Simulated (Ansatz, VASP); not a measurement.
SnSe: VASP beside Ansatz

The input INCAR:

```
ALGO = Normal ; EDIFF = 1E-6
ENCUT = 500 ; GGA = PE
GGA_COMPAT = F ; ISIF = 2
ISMEAR = -1 ; LASPH = T
LCHARG = F ; LORBIT = 11
LORBMOM = T ; LREAL = F
LSORBIT = T ; LWAVE = F
MAGMOM = 0 0 0 0 0 0 ; NBANDS = 32
NELM = 200 ; PREC = Accurate
SIGMA = 0.02
```

KPOINTS

```
k-points
0
Gamma
  4 4 4
```

File POSCAR:

```
SnSe
1.0
    0.0000000000      3.3639842963      3.3639842963
    3.3639842963      0.0000000000      3.3639842963
    3.3639842963      3.3639842963      0.0000000000
Sn Se
1 1
Direct
    0.0000000000      0.0000000000      0.0000000000
    0.2500000000      0.2500000000      0.2500000000
```

Input for Ansatz:

```yaml
crystal:
  lattice:
    - [0.0, 3.3639842963, 3.3639842963]
    - [3.3639842963, 0.0, 3.3639842963]
    - [3.3639842963, 3.3639842963, 0.0]
  atoms:
    - { symbol: Sn, position: [0.0, 0.0, 0.0] }
    - { symbol: Se, position: [0.25, 0.25, 0.25] }
kpoints:
  mp_grid: { grid: [4, 4, 4] }
hamiltonian:
  xc: pbe
scf:
  occupations: { method: fermi_dirac, width: 0.02 }
  n_extra_bands: 24
magnetization:
  noncollinear: true
  spin_orbit: true
output:
  optics: { e_range: [0, 12], de: 0.05, sigma: 0.1, bands: scf }
```

Alike in both runs: task single point; functional PBE; k mesh 4 × 4 × 4; occupations fermi-dirac, width 0.02 eV; non-collinear spin, spin-orbit coupling.

|  | VASP | Ansatz |
| --- | --- | --- |
| version | VASP 6.6.1 | Ansatz 0.2.0 |
| potentials or method | VASP PAW PBE potentials, release 64 (Sn_d, Se) | plane waves, PAW |
| plane-wave cutoff (eV) | 500 | 420 |
| valence electrons in the cell | 20 | 30 |

```tsv
	VASP	Ansatz	Ansatz less VASP
net moment per atom (μB)	0.00	0.00	0.000
```

With one functional, cell and mesh, what is left measures potentials, basis and numerics. VASP's potentials hold 20 valence electrons a cell and Ansatz's 30, so a difference there can come from the potentials and not from the codes. Ansatz's warnings: optics on partly filled bands.

The k mesh is coarse, so the values compare programs but aren't converged.
